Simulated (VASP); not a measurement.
A run of VASP 6.6.1 is set up as follows.

File POSCAR:

```
MoS2
1.0
    3.2274600000      0.0000000000      0.0000000000
   -1.6137300000      2.7950700000      0.0000000000
    0.0000000000      0.0000000000      6.3124700000
Mo S
1 2
Direct
    0.9911100000      0.9768900000      0.4907000000
    0.3253000000      0.6624100000      0.2567600000
    0.6379600000      0.3263300000      0.7581100000
```

File INCAR.step1:

```
SYSTEM = MoS2
ALGO     = Normal         ! electronic algorithm
EDIFF    = 1E-4           ! SCF threshold, eV
ENCUT    = 520            ! plane-wave cutoff, eV
GGA      = PE             ! functional
ISMEAR   = -1             ! smearing method
LASPH    = .True.         ! aspherical terms in the spheres
LCHARG   = .False.        ! write CHGCAR
LREAL    = .False.        ! projectors in reciprocal space
LWAVE    = .True.         ! write WAVECAR
NBANDS   = 20             ! bands
NELM     = 100            ! most SCF steps
PREC     = Accurate       ! precision mode
SIGMA    = 0.1            ! smearing width, eV
```

INCAR.step2

```
SYSTEM = MoS2
ALGO     = Normal         ! electronic algorithm
EDIFF    = 1E-6           ! SCF threshold, eV
ENCUT    = 520            ! plane-wave cutoff, eV
ISIF     = 2              ! what is computed and relaxed
ISMEAR   = -1             ! smearing method
ISTART   = 1            
LASPH    = .True.         ! aspherical terms in the spheres
LCHARG   = .False.        ! write CHGCAR
LMIXTAU  = .True.       
LREAL    = .False.        ! projectors in reciprocal space
LWAVE    = .False.        ! write WAVECAR
METAGGA  = R2SCAN         ! meta-GGA
NBANDS   = 20             ! bands
NELM     = 100            ! most SCF steps
PREC     = Accurate       ! precision mode
SIGMA    = 0.1            ! smearing width, eV
```

Contents of KPOINTS:

```
k-points
0
Gamma
  7 7 3
  0 0 0
```

Potentials or basis: VASP PAW PBE potentials, release 64 (Mo_sv, S).

Run with:

```console
$ cat potpaw_PBE.64/Mo_sv/POTCAR potpaw_PBE.64/S/POTCAR > POTCAR
$ cp INCAR.step1 INCAR
$ mpirun -np 1 vasp_std > vasp.out
$ cp INCAR.step2 INCAR
$ mpirun -np 1 vasp_std > vasp.out
```

(1) Predict the band gap on the k mesh.

(2) What does it give for the pressure?

## Answers

(1) zero (bands 13 and 14 overlap by 0.48 eV).

(2) -2.0 GPa.

Caveat: the PAW data sets were made with another functional, which shifts forces and pressure a little.
